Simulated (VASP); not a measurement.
Wanted: the native input for a VASP 6.6.1 run.

```
Task                   : relaxation of cell and atoms
Functional             : LDA
Potentials or basis    : VASP PAW LDA potentials, release 64 (S, Li_sv)
Cutoff                 : 750 eV
k mesh                 : 8 × 8 × 8
Occupations            : fermi-dirac, width 0.02 eV
Spin                   : no spin polarisation
Dipole correction      : no
Further INCAR settings : ALGO = Normal; EDIFF = 1e-07; IBRION = 2; EDIFFG = -0.005; NSW = 80; ISIF = 3
```

The structure of Li2S lies in POSCAR:

```
Li2S
1.0
    0.0000000000      2.8528286925      2.8528286925
    2.8528286925      0.0000000000      2.8528286925
    2.8528286925      2.8528286925      0.0000000000
S Li
1 2
Direct
    0.0000000000      0.0000000000      0.0000000000
    0.2500000000      0.2500000000      0.2500000000
    0.7500000000      0.7500000000      0.7500000000
```

The input as run:

INCAR

```
SYSTEM = Li2S
PREC = Accurate
ENCUT = 750
EDIFF = 1E-7
ISMEAR = -1
SIGMA = 0.02
LREAL = .FALSE.
LASPH = .TRUE.
NELM = 120
ALGO = Normal
ISIF = 3
LWAVE = .FALSE.
LCHARG = .FALSE.
IBRION = 2
NSW = 80
EDIFFG = -0.005
GGA_COMPAT = .FALSE.
NELMIN = 4
```

KPOINTS

```
Automatic mesh
0
G
  8 8 8
  0 0 0
```

Potentials or basis: VASP PAW LDA potentials, release 64 (S, Li_sv).

The run is started by

```sh
$ cat potpaw_LDA.64/S/POTCAR potpaw_LDA.64/Li_sv/POTCAR > POTCAR
$ mpirun -np 1 vasp_std > vasp.out
```

Results of the run:

```json
{
  "Relaxed volume": "14.35 Å³/atom",
  "Relaxed cell": "a = 3.934 Å, b = 3.934 Å, c = 3.934 Å, α = 60.00°, β = 60.00°, γ = 60.00°",
  "Space group after relaxing (to 0.05 Å)": "Fm-3m (No. 225)",
  "Energy gained by relaxing": "11.3 meV/atom",
  "Ionic steps": "4",
  "Pressure after relaxing": "0.0 GPa",
  "Band gap on the k mesh": "3.12 eV, indirect (least direct gap 4.44 eV)"
}
```

It took 37 s on 1 thread of Intel(R) Xeon(R) Platinum 8488C (Sapphire Rapids), on a shared host, peak memory 0.18 GiB.
